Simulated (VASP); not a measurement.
Y:

```xyz
1
Lattice="3.2195 0.0000 0.0000 0.0000 3.2195 0.0000 0.0000 0.0000 3.2195" Properties=species:S:1:pos:R:3 pbc="T T T"
Y     0.0000    0.0000    0.0000
```

This isn't the form of Y at room conditions, which is hcp.

| Property | Result |
| --- | --- |
| Program | VASP 6.6.1 |
| Task | relaxation of cell and atoms |
| Functional | PBE |
| Potentials or basis | VASP PAW PBE potentials, release 64 (Y_sv) |
| Cutoff | 600 eV |
| k mesh | 11 × 11 × 11 |
| Occupations | fermi-dirac, width 0.08 eV |
| Spin | no spin polarisation |

At the start: pressure 1.2 GPa; volume 33.37 Å³/atom.

**Question.** How do energy, volume and symmetry change on relaxing?

**Answer.** Over 3 steps the energy falls by 5.2 meV/atom and the volume is 34.81 Å³/atom (+4.3 %); space group Pm-3m (No. 221, to 0.1 Å) before and after.

The path:
```tsv
step	energy change (eV)	largest force (eV/Å)	pressure (GPa)	volume (Å³)
1	0.0000	0.0000	1.23	33.37
2	-0.0051	0.0000	0.14	34.62
3	-0.0052	0.0000	-0.01	34.81
```

Final structure:
```
Y
1.0
     3.26502    0.00000    0.00000
     0.00000    3.26502    0.00000
     0.00000    0.00000    3.26502
Y
1
Cartesian
  0.0000 0.0000 0.0000
```
